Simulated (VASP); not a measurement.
# CuO (C2/c) in VASP: a series of runs

The runs below take CuO through single point, with r2SCAN.

Everything below comes from runs of VASP 6.6.1. Logs are shortened: lines on timing, memory, paths and dates and some standing lists are left out, and cuts for length are marked.

### 1 The cell of the first run

The structure is monoclinic, space group C2/c (No. 15). The conventional cell has a = 4.684 Å, b = 3.473 Å, c = 5.123 Å, α = 90.00°, β = 98.73°, γ = 90.00°. Cu (site symmetry -1) has 4 O at 1.87 to 2.02 Å within 2.5 Å. Within 2.6 Å of O (site symmetry 2) lie 4 Cu at 1.87 to 2.02 Å and 2 O at 2.57 Å.

### 2 Single point, r2SCAN, collinear spin

Contents of POSCAR:

```
CuO
1.0
    2.3419500000     -1.7367000000      0.0000000000
    2.3419500000      1.7367000000      0.0000000000
   -0.7775000000      0.0000000000      5.0632500000
Cu O
2 2
Direct
    0.0000000000      0.5000000000      0.0000000000
    0.5000000000      0.0000000000      0.5000000000
    0.5279000000      0.4721000000      0.2500000000
    0.4721000000      0.5279000000      0.7500000000
```

Contents of INCAR.step1:

```
SYSTEM = CuO
PREC = Accurate
ENCUT = 660
ISMEAR = -1
SIGMA = 0.02
LREAL = .False.
LASPH = .True.
NELM = 200
ISPIN = 2
MAGMOM = 1 -1 0 0
LMAXMIX = 4
NBANDS = 29
ISYM = 0
GGA = PE
ALGO = Normal
EDIFF = 1E-5
LWAVE = .True.
LCHARG = .False.
GGA_COMPAT = .False.
```

Contents of INCAR.step2:

```
SYSTEM = CuO
PREC = Accurate
ENCUT = 660
EDIFF = 1E-6
ISMEAR = -1
SIGMA = 0.02
LREAL = .False.
LASPH = .True.
NELM = 200
ALGO = Normal
ISIF = 2
LWAVE = .False.
LCHARG = .False.
ISPIN = 2
MAGMOM = 1 -1 0 0
LORBIT = 11
LMAXMIX = 4
METAGGA = R2SCAN
LMIXTAU = .True.
NBANDS = 29
ISYM = 0
ISTART = 1
GGA_COMPAT = .False.
```

Contents of KPOINTS:

```
Automatic mesh
0
Gamma
  7 7 4
  0 0 0
```

Potentials or basis: VASP PAW PBE potentials, release 64 (Cu, O).

On the command line:

```
$ cat potpaw_PBE.64/Cu/POTCAR potpaw_PBE.64/O/POTCAR > POTCAR
$ cp INCAR.step1 INCAR
$ mpirun -np 1 vasp_std > vasp.out
$ cp INCAR.step2 INCAR
$ mpirun -np 1 vasp_std > vasp.out
```

OUTCAR:

```text
SYSTEM = CuO
   PREC = Accurate
   ENCUT = 660
   EDIFF = 1E-6
   ISMEAR = -1
   LREAL = .False.
   LASPH = .True.
   NELM = 200
   ISIF = 2
   ISPIN = 2
   LORBIT = 11
   METAGGA = R2SCAN
   ISYM = 0
   ISTART = 1

 ion  position               nearest neighbor table
   1  0.000  0.500  0.000-   3 1.87   4 1.87   4 2.02   3 2.02
   2  0.500  0.000  0.500-   4 1.87   3 1.87   4 2.02   3 2.02
   3  0.528  0.472  0.250-   2 1.87   1 1.87   2 2.02   1 2.02
   4  0.472  0.528  0.750-   1 1.87   2 1.87   2 2.02   1 2.02

IMPORTANT INFORMATION: All symmetrisations will be switched off!
NOSYMM: (Re-)initialisation of all symmetry stuff for point group C_1.

----------------------------------------------------------------------------------------

                                     Primitive cell

  volume of cell :      41.1872

  direct lattice vectors                    reciprocal lattice vectors
     2.341950000 -1.736700000  0.000000000     0.213497299 -0.287902344  0.032784111
     2.341950000  1.736700000  0.000000000     0.213497299  0.287902344  0.032784111
    -0.777500000  0.000000000  5.063250000     0.000000000  0.000000000  0.197501605

  length of vectors
     2.915622865  2.915622865  5.122597663     0.359921733  0.359921733  0.197501605

  position of ions in fractional coordinates (direct lattice)
     0.000000000  0.500000000  0.000000000
     0.500000000  1.000000000  0.500000000
     0.527900000  0.472100000  0.250000000
     0.472100000  0.527900000  0.750000000

  ion indices of the primitive-cell ions
   primitive index   ion index
                 1           1
                 2           2
                 3           3
                 4           4

----------------------------------------------------------------------------------------

 KPOINTS: Automatic mesh

Automatic generation of k-mesh.
 Grid dimensions read from file:
 generate k-points for:    7    7    4

 Generating k-lattice:

  Cartesian coordinates                     Fractional coordinates (reciprocal lattice)
     0.030499614 -0.041128906  0.004683444     0.142857143  0.000000000  0.000000000
     0.030499614  0.041128906  0.004683444     0.000000000  0.142857143  0.000000000
     0.000000000  0.000000000  0.049375401     0.000000000  0.000000000  0.250000000

  Length of vectors
     0.051417390  0.051417390  0.049375401

  Shift w.r.t. Gamma in fractional coordinates (k-lattice)
     0.000000000  0.000000000  0.000000000

 Subroutine IBZKPT returns following result:
 ===========================================

 Found     99 irreducible k-points:

 Following reciprocal coordinates:
            Coordinates               Weight
  0.000000  0.000000  0.000000      1.000000
  0.142857  0.000000 -0.000000      2.000000
  0.000000 -0.142857  0.000000      2.000000
  0.285714  0.000000  0.000000      2.000000
  0.000000 -0.285714  0.000000      2.000000
  0.428571  0.000000  0.000000      2.000000
[... 16 lines left out ...]
 -0.285714  0.285714  0.000000      2.000000
  0.428571  0.428571  0.000000      2.000000
 [... further k-points ...]
   k-points           NKPTS =     99   k-points in BZ     NKDIM =     99   number of bands    NBANDS=     29
   number of dos      NEDOS =    301   number of ions     NIONS =      4
   total plane-waves  NPLWV =  27648
   dimension x,y,z NGX =    24 NGY =   24 NGZ =   48
   dimension x,y,z NGXF=    48 NGYF=   48 NGZF=   96
   ions per type =               2   2
   NGX,Y,Z   is equivalent  to a cutoff of  13.68, 13.68, 15.58 a.u.
   NGXF,Y,Z  is equivalent  to a cutoff of  27.37, 27.37, 31.16 a.u.
 SYSTEM =  CuO
   PREC   = accura    normal or accurate (medium, high low for compatibility)
   ISTART =      1    job   : 0-new  1-cont  2-samecut
   ICHARG =      0    charge: 1-file 2-atom 10-const
   ISPIN  =      2    spin polarized calculation?
   LNONCOLLINEAR =      F non collinear calculations
   LSORBIT =      F    spin-orbit coupling
   LASPH  =      T    aspherical Exc in radial PAW
   ENCUT  =  660.0 eV  48.51 Ry    6.96 a.u.   6.11  6.11 10.73*2*pi/ulx,y,z
   NELM   =    200;   NELMIN=  2; NELMDL=  0     # of ELM steps
   EDIFF  = 0.1E-05   stopping-criterion for ELM
   LREAL  =      F    real-space projection
   EDIFFG = 0.1E-04   stopping-criterion for IOM
   NSW    =      0    number of steps for IOM
   IBRION =     -1    ionic relax: 0-MD 1-quasi-New 2-CG
   NFREE  =      0    steps in history (QN), initial steepest desc. (CG)
   ISIF   =      2    stress and relaxation
   ISYM   =      0    0-nonsym 1-usesym 2-fastsym
   POTIM  = 0.5000    time-step for ionic-motion
   TEBEG  =    0.0;   TEEND  =   0.0 temperature during run
   PSTRESS=    0.0 pullay stress
   NELECT =      34.0000    total number of electrons
   NUPDOWN=      -1.0000    fix difference up-down
   EMIN   =  10.00;   EMAX   =-10.00  energy-range for DOS
   EFERMI =   0.00;   METHOD = LEGACY
   ISMEAR =    -1;   SIGMA  =   0.02  broadening in eV -4-tet -1-fermi 0-gaus
   EFERMI_NEDOS =   21; number of points for ismear=-14 and -15
   IALGO  =     38    algorithm
   IMIX   =      4    mixing-type and parameters
     AMIX     =   0.40;   BMIX     =  1.00
     AMIX_MAG =   1.60;   BMIX_MAG =  1.00
  volume/ion in A,a.u.               =      10.30        69.49
  Fermi-wavevector in a.u.,A,eV,Ry     =   1.535726  2.902102 32.088740  2.358456
  Thomas-Fermi vector in A             =   2.642475
   LORBIT       =     11    0 simple, 1 ext, 2 COOP (PROOUT), +10 PAW based schemes
   METAGGA = R2SCAN    functional components
   LHFCALC =     F    Hartree Fock is set to
   AEXX    =    0.0000 exact exchange contribution
   IVDW    =     0    specifies the selected vdW correction
   LEPSILON=     F    determine dielectric tensor
   LRPA    =     F    only Hartree local field effects (RPA)
 spin polarized calculation
  energy-cutoff  :      660.00
  volume of cell :       41.19
 maximum number of plane-waves:      1604
   NGX = 13   NGY = 13   NGZ = 21

 number of electron      34.0000015 magnetization      -0.0000667

 number of electron      34.0000015 magnetization       0.0003274

 Free energy of the ion-electron system (eV)
  ---------------------------------------------------
  ext. energy  EPLUGINS =         0.00000000
  ---------------------------------------------------
  free energy    TOTEN  =       -36.34679820 eV

  energy without entropy =      -36.34440744  energy(sigma->0) =      -36.34560282

 E-fermi :   5.4391     XC(G=0): -12.4868

 val. band max:        5.4369279869   @ k =  -0.1429  -0.1429   0.2500
 cond. band min:       5.4530376693   @ k =   0.0000   0.1429  -0.2500
 fundamental gap:      0.0161096823
 Fermi energy:         5.4390706814

 spin component 1

 k-point     1 :       0.0000    0.0000    0.0000
  band No.  band energies     occupation
      1     -15.8089      1.00000
      2     -14.4449      1.00000
      3      -3.1717      1.00000
      4      -0.5694      1.00000
      5      -0.0796      1.00000
      6       1.7085      1.00000
[... 21 lines left out ...]
     28      25.4835      0.00000
     29      26.6015      0.00000

 k-point     2 :       0.1429    0.0000   -0.0000
  band No.  band energies     occupation
      1     -15.6875      1.00000
      2     -14.4083      1.00000
      3      -2.9637      1.00000
      4      -0.6144      1.00000
      5      -0.1246      1.00000
      6       0.4724      1.00000
[... 21 lines left out ...]
     28      25.1163      0.00000
     29      26.5444      0.00000

 k-point     3 :       0.0000   -0.1429    0.0000
  band No.  band energies     occupation
      1     -15.6875      1.00000
      2     -14.4083      1.00000
      3      -2.9637      1.00000
      4      -0.6144      1.00000
      5      -0.1246      1.00000
      6       0.4724      1.00000
[... 638 lines left out ...]
      5      -1.1345      1.00000
      6      -0.6707      1.00000
[... 21 lines left out ...]
     28      26.4984      0.00000
     29      27.8402      0.00000

 k-point    24 :       0.4286    0.4286    0.0000
  band No.  band energies     occupation
      1     -14.6878      1.00000
      2     -14.2098      1.00000
      3      -2.1942      1.00000
      4      -1.0362      1.00000
      5      -0.9381      1.00000
      6      -0.1507      1.00000
[... 21 lines left out ...]
     28      25.7015      0.00000
     29      25.7532      0.00000

 [... further k-points ...]

 spin component 2

 k-point     1 :       0.0000    0.0000    0.0000
  band No.  band energies     occupation
      1     -15.8088      1.00000
      2     -14.4448      1.00000
      3      -3.1717      1.00000
      4      -0.5691      1.00000
      5      -0.0794      1.00000
      6       1.7086      1.00000
[... 21 lines left out ...]
     28      25.4836      0.00000
     29      26.6015      0.00000

 k-point     2 :       0.1429    0.0000   -0.0000
  band No.  band energies     occupation
      1     -15.6874      1.00000
      2     -14.4082      1.00000
      3      -2.9637      1.00000
      4      -0.6142      1.00000
      5      -0.1244      1.00000
      6       0.4725      1.00000
[... 21 lines left out ...]
     28      25.1163      0.00000
     29      26.5444      0.00000

 k-point     3 :       0.0000   -0.1429    0.0000
  band No.  band energies     occupation
      1     -15.6874      1.00000
      2     -14.4082      1.00000
      3      -2.9637      1.00000
      4      -0.6142      1.00000
      5      -0.1244      1.00000
      6       0.4725      1.00000
[... 638 lines left out ...]
      5      -1.1344      1.00000
      6      -0.6705      1.00000
[... 21 lines left out ...]
     28      26.4984      0.00000
     29      27.8402      0.00000

 k-point    24 :       0.4286    0.4286    0.0000
  band No.  band energies     occupation
      1     -14.6877      1.00000
      2     -14.2097      1.00000
      3      -2.1941      1.00000
      4      -1.0361      1.00000
      5      -0.9380      1.00000
      6      -0.1504      1.00000
[... 21 lines left out ...]
     28      25.7015      0.00000
     29      25.7533      0.00000

 [... further k-points ...]
[... 5 lines left out ...]
  --------------------------------------------------------------------------------------
  -------------------------------------------------------------------------------------
  Total       -0.1446841      1.1498141      1.4937866     -0.0001350     -0.0000815      1.7355586
  in kB       -5.6282005     44.7276854     58.1081895     -0.0052524     -0.0031720     67.5131020
  external PRESSURE =      32.4025582 kB  Pullay stress =       0.0000000 kB

 VOLUME and BASIS-vectors are now :
 -----------------------------------------------------------------------------
  energy-cutoff  :      660.00
  volume of cell :       41.19
      direct lattice vectors                 reciprocal lattice vectors
     2.341950000 -1.736700000  0.000000000     0.213497299 -0.287902344  0.032784111
     2.341950000  1.736700000  0.000000000     0.213497299  0.287902344  0.032784111
    -0.777500000  0.000000000  5.063250000     0.000000000  0.000000000  0.197501605

 POSITION                                       TOTAL-FORCE (eV/Angst)
 -----------------------------------------------------------------------------------
      1.17098      0.86835      0.00000         0.000003     -0.000002      0.000002
      0.78223     -0.86835      2.53163         0.000003      0.000002      0.000003
      2.14758     -0.09691      1.26581         0.000008     -0.623781     -0.000201
      1.75883      0.09691      3.79744        -0.000015      0.623781      0.000196
 -----------------------------------------------------------------------------------
    total drift:                               -0.000000      0.000000     -0.000000

  FREE ENERGIE OF THE ION-ELECTRON SYSTEM (eV)
  ---------------------------------------------------
  free  energy   TOTEN  =       -36.3467982029 eV

  energy  without entropy=      -36.3444074352  energy(sigma->0) =      -36.34560282

 total charge

# of ion       s       p       d       tot
------------------------------------------
    1        0.402   0.425   9.150   9.976
    2        0.402   0.425   9.150   9.976
    3        1.578   3.427   0.000   5.005
    4        1.578   3.427   0.000   5.005
--------------------------------------------------
tot          3.958   7.704  18.300  29.962

 magnetization (x)

# of ion       s       p       d       tot
------------------------------------------
    1       -0.000  -0.000   0.000   0.000
    2       -0.000   0.000   0.000   0.000
    3        0.000   0.000   0.000   0.000
    4        0.000   0.000   0.000   0.000
--------------------------------------------------
tot          0.000   0.000   0.000   0.000
```

It took 9.5 min on 1 thread of Intel Xeon 6975P-C (Granite Rapids), shared host; peak memory 0.36 GiB.

What came out:

```yaml
Free_energy: -36.3468 eV
Pressure: 3.2 GPa
Largest_force: 0.624 eV/Å
Band_gap_on_the_k_mesh: zero (filled and empty bands overlap)
Net_moment: 0.00 μB per cell
Valence_electrons_inside_the_program's_atomic_spheres: Cu 9.98; O 5.00
```

Forces on the atoms (eV/Å):
```
Cu   0.000  0.000  0.000
Cu   0.000  0.000  0.000
O    0.000 -0.624  0.000
O    0.000  0.624  0.000
```

Stress tensor (GPa, compression positive):
```
-0.56  0.00  6.75
 0.00  4.47  0.00
 6.75  0.00  5.81
```

Caveat: the stress differs along the axes, from -1 to 6 GPa; the PAW data sets were made with another functional, which shifts forces and pressure a little; semilocal functionals often make such compounds metallic where correlation or magnetic order opens a gap, which also shifts bond lengths.

### 3 Single point, r2SCAN, collinear spin

POSCAR is that of step 2.

Contents of INCAR.step1:

```
SYSTEM = CuO
ALGO = Normal
EDIFF = 1E-5
ENCUT = 660
GGA = PE
GGA_COMPAT = .False.
ISMEAR = -1
ISPIN = 2
LASPH = .True.
LCHARG = .False.
LMAXMIX = 4
LREAL = .False.
LWAVE = .True.
MAGMOM = 1 1 0 0
NBANDS = 29
NELM = 200
PREC = Accurate
SIGMA = 0.02
```

Contents of INCAR.step2:

```
SYSTEM = CuO
ALGO = Normal
EDIFF = 1E-6
ENCUT = 660
GGA_COMPAT = .False.
ISIF = 2
ISMEAR = -1
ISPIN = 2
ISTART = 1
LASPH = .True.
LCHARG = .True.
LELF = .True.
LMAXMIX = 4
LMIXTAU = .True.
LORBIT = 11
LREAL = .False.
LVHAR = .True.
LWAVE = .False.
MAGMOM = 1 1 0 0
METAGGA = R2SCAN
NBANDS = 29
NELM = 200
PREC = Accurate
SIGMA = 0.02
```

Contents of KPOINTS:

```
k-points
0
Gamma
  7 7 4
  0 0 0
```

Potentials or basis: VASP PAW PBE potentials, release 64 (Cu, O).

On the command line:

```
$ cat potpaw_PBE.64/Cu/POTCAR potpaw_PBE.64/O/POTCAR > POTCAR
$ cp INCAR.step1 INCAR
$ mpirun -np 1 vasp_std > vasp.out
$ cp INCAR.step2 INCAR
$ mpirun -np 1 vasp_std > vasp.out
```

Run time: 4.5 min. Hardware: 1 thread of Intel Xeon 6975P-C (Granite Rapids), shared host; peak memory 0.29 GiB.

The run converged. Its results:

| Property | Result |
| --- | --- |
| Free energy | -36.3468 eV |
| Pressure | 3.3 GPa |
| Largest force | 0.624 eV/Å |
| Band gap on the k mesh | zero (filled and empty bands overlap) |
| Net moment | 0.00 μB per cell |
| Valence electrons inside the program's atomic spheres | Cu 9.98; O 5.00 |

Forces on the atoms (eV/Å):
```
Cu   0.000  0.000  0.000
Cu   0.000  0.000  0.000
O    0.000 -0.624  0.000
O    0.000  0.624  0.000
```

Stress tensor (GPa, compression positive):
```
-0.52  0.00  6.75
 0.00  4.52  0.00
 6.75  0.00  5.86
```

Levels at points of the mesh, in eV from the Fermi level:
Spin up:
```tsv
k point	band 14	band 15	band 16	band 17	band 18	band 19	band 20	band 21
(0.00, 0.00, 0.00)	-2.61	-2.46	-1.97	0.21	1.00	2.15	6.70	8.48
(0.00, 0.00, 0.50)	-2.46	-1.77	-1.77	0.19	0.19	4.27	4.27	12.59
```
Spin down:
| k point | band 15 | band 16 | band 17 | band 18 | band 19 | band 20 |
| --- | --- | --- | --- | --- | --- | --- |
| (0.00, 0.00, 0.00) | -2.46 | -1.97 | 0.21 | 0.99 | 2.15 | 6.70 |
| (0.00, 0.00, 0.50) | -1.77 | -1.77 | 0.19 | 0.19 | 4.27 | 4.27 |

Caveat: the stress differs along the axes, from -1 to 6 GPa; the PAW data sets were made with another functional, which shifts forces and pressure a little; semilocal functionals often make such compounds metallic where correlation or magnetic order opens a gap, which also shifts bond lengths. With open d or f shells a metallic result of r2SCAN can be an artefact of self-interaction; +U or a hybrid may open a gap.
